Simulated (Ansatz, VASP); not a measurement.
## One calculation of BN, two programs

INCAR

```
PREC = Accurate ; ENCUT = 520
EDIFF = 1E-6 ; ISMEAR = 0
SIGMA = 0.02 ; LREAL = False
LASPH = True ; NELM = 60
ALGO = Normal ; ISIF = 2
LWAVE = False ; LCHARG = True
LDIPOL = True ; IDIPOL = 3
DIPOL = 0.5 0.5 0.500 ; GGA = PE
IVDW = 12 ; LELF = True
LVHAR = True ; LVACPOTAV = True
NBANDS = 11
```

KPOINTS

```
regular mesh
0
Gamma
  12 12 1
```

File POSCAR:

```
BN
1.0
    2.5120000000      0.0000000000      0.0000000000
   -1.2560000000      2.1754558143      0.0000000000
    0.0000000000      0.0000000000     26.0000000000
B N
1 1
Direct
    0.0000000000      0.0000000000      0.5000000000
    0.6666666667      0.3333333333      0.5000000000
```

Input for Ansatz:

```yaml
crystal:
  lattice:
    - [2.512, 0.0, 0.0]
    - [-1.256, 2.1754558143, 0.0]
    - [0.0, 0.0, 26.0]
  atoms:
    - { symbol: B, position: [0.0, 0.0, 0.5] }
    - { symbol: "N", position: [0.6666666667, 0.3333333333, 0.5] }
  periodic: [true, true, false]
basis:
  ecutwfc: 420
kpoints:
  mp_grid: { grid: [12, 12, 1] }
hamiltonian:
  xc: pbe
  dispersion: d3bj
scf:
  occupations: { method: gaussian, width: 0.02 }
output:
  forces: true
  stress: true
  eigenvalues: true
```

Alike in both runs: task single point; functional PBE; dispersion D3(BJ); k mesh 12 × 12 × 1; occupations gaussian, width 0.02 eV; no spin polarisation.

|  | VASP | Ansatz |
| --- | --- | --- |
| version | VASP 6.6.1 | Ansatz 0.2.0 |
| potentials or method | VASP PAW PBE potentials, release 64 (B, N), cutoff 520 eV | scalar-relativistic, plane waves, PAW |
| valence electrons in the cell | 8 | 8 |

Ansatz gave:

- gap on the k mesh at the Fermi level (eV): 4.67
- least direct gap on the mesh (eV): 4.67

Which values does VASP return?

gap on the k mesh at the Fermi level (eV): 4.66; least direct gap on the mesh (eV): 4.66.
